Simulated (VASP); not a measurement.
## Al2Cu: single point with PBE

Crystal: Al2Cu.

```
Al Cu
1.0
    -3.05359    3.05359    2.45465
     3.05359   -3.05359    2.45465
     3.05359    3.05359   -2.45465
Al Cu
4 2
Direct
  0.65810 0.15810 0.81620
  0.15810 0.34190 0.50000
  0.34190 0.84190 0.18380
  0.84190 0.65810 0.50000
  0.25000 0.25000 0.00000
  0.75000 0.75000 0.00000
```

```json
{
 "Program": "VASP 6.6.1",
 "Task": "single point",
 "Functional": "PBE",
 "Potentials or basis": "VASP PAW PBE potentials, release 64 (Al, Cu)",
 "Cutoff": "520 eV",
 "k mesh": "12 × 12 × 12",
 "Occupations": "fermi-dirac, width 0.05 eV",
 "Spin": "no spin polarisation"
}
```

```
Pressure               : -2.0 GPa
Largest force          : 0.015 eV/Å
Band gap on the k mesh : zero (bands 17 and 18 overlap by 4.28 eV)
```

Forces on the atoms (eV/Å):
```
Al   0.011  0.011  0.000
Al  -0.011  0.011  0.000
Al  -0.011 -0.011  0.000
Al   0.011 -0.011  0.000
Cu   0.000  0.000  0.000
Cu   0.000  0.000  0.000
```

Stress tensor (GPa, compression positive):
```
-2.05  0.00  0.00
 0.00 -2.05  0.00
 0.00  0.00 -1.92
```

Levels at points of the mesh, in eV from the Fermi level:
```
           k point  band 14  band 15  band 16  band 17  band 18  band 19  band 20  band 21
(0.00, 0.00, 0.00)    -1.93    -1.25    -1.11    -1.11    -0.79    -0.44     0.09     1.37
(0.50, 0.00, 0.00)    -3.00    -2.53    -2.53     0.24     0.24     3.97     3.97     4.26
(0.50, 0.50, 0.00)    -2.69    -1.36    -1.24    -1.02    -0.64     0.75     1.21     4.61
(0.50, 0.50, 0.50)    -3.12    -3.12    -1.78     2.53     2.98     2.98     3.30     3.90
```

It took 4.8 min on 1 thread of Intel(R) Xeon(R) Platinum 8559C (Emerald Rapids) (shared host), peak memory 0.47 GiB.
